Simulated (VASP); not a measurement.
# Zn (P6_3/mmc) in VASP: further runs, part 2 of 2

VASP 6.6.1. Earlier steps stand in the parts before.

## 3. Relaxation of cell and atoms, PBE

This run uses another cell than the first one, of 15.33 Å³/atom.

INCAR reads:

```
ALGO     = Normal         # electronic algorithm
EDIFF    = 1E-6           # SCF threshold, eV
EDIFFG   = -0.01          # ionic threshold
ENCUT    = 600            # plane-wave cutoff, eV
GGA      = PE             # functional
IBRION   = 2              # ionic algorithm
ISIF     = 3              # what is computed and relaxed
ISMEAR   = 1              # smearing method
LASPH    = T              # aspherical terms in the spheres
LCHARG   = F              # write CHGCAR
LREAL    = F              # projectors in reciprocal space
LWAVE    = F              # write WAVECAR
NELM     = 100            # most SCF steps
NSW      = 80             # ionic steps
PREC     = Accurate       # precision mode
SIGMA    = 0.02           # smearing width, eV
```

KPOINTS reads:

```
k-points
0
Gamma
  20 20 10
```

POSCAR reads:

```
Zn
1.0
    2.6700000000      0.0000000000      0.0000000000
   -1.3350000000      2.3122878300      0.0000000000
    0.0000000000      0.0000000000      4.9660000000
Zn
2
Direct
    0.3333333333      0.6666666667      0.2500000000
    0.6666666667      0.3333333333      0.7500000000
```

Potentials or basis: VASP PAW PBE potentials, release 64 (Zn).

Run with:

```console
cat potpaw_PBE.64/Zn/POTCAR > POTCAR
mpirun -np 1 vasp_std > vasp.out
```

OUTCAR:

```text
EDIFF = 1E-6
   EDIFFG = -0.01
   ENCUT = 600
   GGA = PE
   IBRION = 2
   ISIF = 3
   ISMEAR = 1
   LASPH = T
   LREAL = F
   NELM = 100
   NSW = 80
   PREC = Accurate

 ion  position               nearest neighbor table
   1  0.333  0.667  0.250-   2 2.92   2 2.92   2 2.92   2 2.92   2 2.92   2 2.92
   2  0.667  0.333  0.750-   1 2.92   1 2.92   1 2.92   1 2.92   1 2.92   1 2.92

  LATTYP: Found a hexagonal cell.
 ALAT       =     2.6700000000
 C/A-ratio  =     1.8599250936

  Lattice vectors:

 A1 = (   2.6700000000,   0.0000000000,   0.0000000000)
 A2 = (  -1.3350000000,   2.3122878300,   0.0000000000)
 A3 = (   0.0000000000,   0.0000000000,   4.9660000000)

Analysis of symmetry for initial positions (statically):
=====================================================================
 Subroutine PRICEL returns:
 Original cell was already a primitive cell.

 Routine SETGRP: Setting up the symmetry group for a
 hexagonal supercell.

 Subroutine GETGRP returns: Found 24 space group operations
 (whereof 12 operations were pure point group operations)
 out of a pool of 24 trial point group operations.

The static configuration has the point symmetry D_3d.
 The point group associated with its full space group is D_6h.

Analysis of symmetry for dynamics (positions and initial velocities):
=====================================================================
 Subroutine PRICEL returns:
 Original cell was already a primitive cell.

 Routine SETGRP: Setting up the symmetry group for a
 hexagonal supercell.

 Subroutine GETGRP returns: Found 24 space group operations
 (whereof 12 operations were pure point group operations)
 out of a pool of 24 trial point group operations.

The dynamic configuration has the point symmetry D_3d.
 The point group associated with its full space group is D_6h.

 Subroutine INISYM returns: Found 24 space group operations
 (whereof 12 operations are pure point group operations),
 and found     1 'primitive' translations

----------------------------------------------------------------------------------------

                                     Primitive cell

  volume of cell :      30.6591

  direct lattice vectors                    reciprocal lattice vectors
     2.670000000  0.000000000  0.000000000     0.374531835  0.216236056  0.000000000
    -1.335000000  2.312287830  0.000000000     0.000000000  0.432472111  0.000000000
     0.000000000  0.000000000  4.966000000     0.000000000  0.000000000  0.201369311

  length of vectors
     2.670000000  2.670000002  4.966000000     0.432472112  0.432472111  0.201369311

  position of ions in fractional coordinates (direct lattice)
     0.333333333  0.666666667  0.250000000
     0.666666667  0.333333333  0.750000000

  ion indices of the primitive-cell ions
   primitive index   ion index
                 1           1
                 2           2

----------------------------------------------------------------------------------------

 KPOINTS: k-points

Automatic generation of k-mesh.
 Grid dimensions read from file:
[... 59 lines left out ...]
   ISPIN  =      1    spin polarized calculation?
   LNONCOLLINEAR =      F non collinear calculations
   LSORBIT =      F    spin-orbit coupling
   LASPH  =      T    aspherical Exc in radial PAW
   ENCUT  =  600.0 eV  44.10 Ry    6.64 a.u.   5.33  5.33  9.92*2*pi/ulx,y,z
   NELM   =    100;   NELMIN=  2; NELMDL= -5     # of ELM steps
   EDIFF  = 0.1E-05   stopping-criterion for ELM
   LREAL  =      F    real-space projection
   EDIFFG = -.1E-01   stopping-criterion for IOM
   NSW    =     80    number of steps for IOM
   IBRION =      2    ionic relax: 0-MD 1-quasi-New 2-CG
   NFREE  =      1    steps in history (QN), initial steepest desc. (CG)
   ISIF   =      3    stress and relaxation
   ISYM   =      2    0-nonsym 1-usesym 2-fastsym
   POTIM  = 0.5000    time-step for ionic-motion
   TEBEG  =    0.0;   TEEND  =   0.0 temperature during run
   PSTRESS=    0.0 pullay stress
   NELECT =      24.0000    total number of electrons
   NUPDOWN=      -1.0000    fix difference up-down
   EMIN   =  10.00;   EMAX   =-10.00  energy-range for DOS
   EFERMI =   0.00;   METHOD = LEGACY
   ISMEAR =     1;   SIGMA  =   0.02  broadening in eV -4-tet -1-fermi 0-gaus
   EFERMI_NEDOS =   21; number of points for ismear=-14 and -15
   IALGO  =     38    algorithm
   IMIX   =      4    mixing-type and parameters
     AMIX     =   0.40;   BMIX     =  1.00
     AMIX_MAG =   1.60;   BMIX_MAG =  1.00
  volume/ion in A,a.u.               =      15.33       103.45
  Fermi-wavevector in a.u.,A,eV,Ry     =   1.508778  2.851177 30.972445  2.276410
  Thomas-Fermi vector in A             =   2.619187
   LORBIT       =      0    0 simple, 1 ext, 2 COOP (PROOUT), +10 PAW based schemes
   GGA     = PE    functional components
   LHFCALC =     F    Hartree Fock is set to
   AEXX    =    0.0000 exact exchange contribution
   IVDW    =     0    specifies the selected vdW correction
   LEPSILON=     F    determine dielectric tensor
   LRPA    =     F    only Hartree local field effects (RPA)
 conjugate gradient relaxation of ions
 non-spin polarized calculation
 Methfessel and Paxton  Order N= 1 SIGMA  =   0.02
  energy-cutoff  :      600.00
  volume of cell :       30.66
 maximum number of plane-waves:      1064
 NGX is ok and might be reduce to    24
   NGX = 11   NGY = 11   NGZ = 19

--------------------------------------- Ionic step        1  -------------------------------------------

 number of electron      24.0000003 magnetization

 Free energy of the ion-electron system (eV)
  ---------------------------------------------------
  ext. energy  EPLUGINS =         0.00000000
  ---------------------------------------------------
  free energy    TOTEN  =        -2.20856685 eV

  energy without entropy =       -2.20858057  energy(sigma->0) =       -2.20857142

------------------------ aborting loop because EDIFF is reached ----------------------------------------

  FORCE on cell =-STRESS in cart. coord.  units (eV):
  Direction    XX          YY          ZZ          XY          YZ          ZX
  --------------------------------------------------------------------------------------
  -------------------------------------------------------------------------------------
  Total       -0.2173183     -0.2173183      0.1294309      0.0000000     -0.0000000      0.0000000
  in kB      -11.3565674    -11.3565674      6.7637665      0.0000000     -0.0000000      0.0000000
  external PRESSURE =      -5.3164561 kB  Pullay stress =       0.0000000 kB
[... 89 lines left out ...]
  FREE ENERGIE OF THE ION-ELECTRON SYSTEM (eV)
  ---------------------------------------------------
  free  energy   TOTEN  =        -2.2104172585 eV

  energy  without entropy=       -2.2103491974  energy(sigma->0) =       -2.21039457

[... ionic steps 4 to 11 ...]

--------------------------------------- Ionic step       12  -------------------------------------------

 number of electron      23.9999989 magnetization

------------------------ aborting loop because EDIFF is reached ----------------------------------------
[... 67 lines left out ...]
--------------------------------------- Ionic step       14  -------------------------------------------

 number of electron      23.9999983 magnetization

 Free energy of the ion-electron system (eV)
  ---------------------------------------------------
  ext. energy  EPLUGINS =         0.00000000
  ---------------------------------------------------
  free energy    TOTEN  =        -2.21448153 eV

  energy without entropy =       -2.21448801  energy(sigma->0) =       -2.21448369

 E-fermi :   2.9145     XC(G=0): -11.4343

 val. band max:        2.8776328311   @ k =   0.2500   0.0500   0.1000
 cond. band min:       2.9282691419   @ k =   0.3500   0.3000   0.0000
 fundamental gap:      0.0506363107
 Fermi energy:         2.9144923080

 k-point     1 :       0.0000    0.0000    0.0000
  band No.  band energies     occupation
      1      -7.3054      2.00000
      2      -5.7101      2.00000
      3      -4.9929      2.00000
      4      -4.7100      2.00000
      5      -4.7100      2.00000
      6      -4.6751      2.00000
[... 433 lines left out ...]
      3      -4.9400      2.00000
      4      -4.7383      2.00000
      5      -4.6519      2.00000
      6      -4.6192      2.00000
[... 8 lines left out ...]
     15      12.6200      0.00000
     16      13.2964      0.00000

 [... further k-points ...]

------------------------ aborting loop because EDIFF is reached ----------------------------------------

  FORCE on cell =-STRESS in cart. coord.  units (eV):
  Direction    XX          YY          ZZ          XY          YZ          ZX
  --------------------------------------------------------------------------------------
  -------------------------------------------------------------------------------------
  Total       -0.0052605     -0.0052605      0.0014516     -0.0000000      0.0000000      0.0000000
  in kB       -0.2718391     -0.2718391      0.0750113     -0.0000000      0.0000000      0.0000000
  external PRESSURE =      -0.1562223 kB  Pullay stress =       0.0000000 kB
[... 17 lines left out ...]
  FREE ENERGIE OF THE ION-ELECTRON SYSTEM (eV)
  ---------------------------------------------------
  free  energy   TOTEN  =        -2.2144815342 eV

  energy  without entropy=       -2.2144880147  energy(sigma->0) =       -2.21448369

 reached required accuracy - stopping structural energy minimisation
```

It took 5.5 min on 1 thread of Intel Xeon 6975P-C (Granite Rapids), shared host; peak memory 0.28 GiB.

What came out:

```yaml
Free_energy: -2.2145 eV
Relaxed_volume: 15.50 Å³/atom
Relaxed_cell: a = 2.626 Å, b = 2.626 Å, c = 5.190 Å, α = 90.00°, β = 90.00°, γ = 120.00°
Space_group_after_relaxing_to_0.1_Å: P6_3/mmc (No. 194)
Energy_gained_by_relaxing: 3.0 meV/atom
Ionic_steps: 14
Pressure_after_relaxing: 0.0 GPa
Band_gap_on_the_k_mesh: zero (bands 12 and 13 overlap by 5.20 eV)
```

The path:
| step | energy change (eV) | largest force (eV/Å) | pressure (GPa) | volume (Å³) |
| --- | --- | --- | --- | --- |
| 1 | 0.0000 | 0.0000 | -0.53 | 30.66 |
| 2 | -0.0017 | 0.0000 | 0.22 | 30.43 |
| 3 | -0.0019 | 0.0000 | 0.29 | 30.38 |
| 4 | -0.0022 | 0.0000 | 0.66 | 30.27 |
| 5 | -0.0037 | 0.0000 | 0.44 | 30.43 |
| 6 | -0.0037 | 0.0000 | 0.51 | 30.46 |
| 7 | -0.0037 | 0.0000 | 0.50 | 30.52 |
| 8 | -0.0040 | 0.0000 | 0.24 | 30.65 |
| 9 | -0.0057 | 0.0000 | 0.11 | 30.90 |
| 10 | -0.0016 | 0.0000 | -0.08 | 31.38 |
| 11 | -0.0059 | 0.0000 | 0.42 | 30.98 |
| 12 | -0.0057 | 0.0000 | 0.16 | 31.04 |
| 13 | -0.0059 | 0.0000 | 0.01 | 31.00 |
| 14 | -0.0059 | 0.0000 | -0.02 | 31.00 |

Final structure:
```yaml
crystal:
  lattice:
    - [2.62647, 0.00000, 0.00000]
    - [-1.31324, 2.27459, 0.00000]
    - [0.00000, 0.00000, 5.18982]
  atoms:
    - { symbol: Zn, position: [0.33333, 0.66667, 0.25000] }
    - { symbol: Zn, position: [0.66667, 0.33333, 0.75000] }
```

Levels at points of the mesh, in eV from the Fermi level:
```csv
k point,band 8,band 9,band 10,band 11,band 12,band 13,band 14,band 15,band 16
"(0.00, 0.00, 0.00)",-7.18,-7.18,-7.04,-7.04,-3.72,-3.68,11.53,15.41,18.53
"(0.50, 0.00, 0.00)",-7.08,-6.81,-6.80,-2.52,-1.80,2.27,3.64,3.74,5.66
"(0.00, 0.00, 0.50)",-7.55,-7.10,-7.10,-7.10,-7.10,3.48,3.48,19.67,19.67
"(0.50, 0.00, 0.50)",-7.09,-6.80,-6.80,-1.66,-1.66,0.38,0.38,9.33,9.33
```
